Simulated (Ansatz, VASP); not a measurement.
**One calculation of CuO, two programs**

```xyz
2
Lattice="2.8363 0.0000 0.0000 -1.4182 2.4563 0.0000 0.0000 0.0000 2.7681" Properties=species:S:1:pos:R:3 pbc="T T T"
Cu    0.0000    0.0000    0.0000
O     1.4182    0.8188    1.3841
```

Alike in both runs: task single point; functional LDA; k mesh 8 × 8 × 7; occupations gaussian, width 0.05 eV; collinear spin; Hubbard terms Cu d U = 6.0 eV.

```csv
,VASP,Ansatz
version,VASP 6.6.1,Ansatz 0.2.0
potentials or method,"VASP PAW LDA potentials, release 64 (Cu_sv_GW, O), cutoff 700 eV","scalar-relativistic, plane waves, PAW"
valence electrons in the cell,25,25
```

```csv
,VASP,Ansatz,Ansatz less VASP
gap on the k mesh at the Fermi level (eV),none,none,-
pressure (GPa),-18.1,-10.1,+8.02
"traceless stress, the component that is largest in VASP (GPa)",-8.60,-6.00,+2.601
net moment per atom (μB),0.50,0.50,0.000
size of the moment on the site where the two differ most (μB),0.47,0.61,+0.134
```

LDA's correlation is that of Perdew and Zunger in VASP and of Perdew and Wang (1992) in Ansatz. Site moments also hang on the region over which each program counts them. The programs project onto different local orbitals, so the same U acts differently, and such runs can settle in different states. A gap of «none» marks a metal or a gap that the smearing closes. Ansatz's warnings: filled band counts differ across k points, specified occupation not kept, symmetry narrowed by occupation matrices.
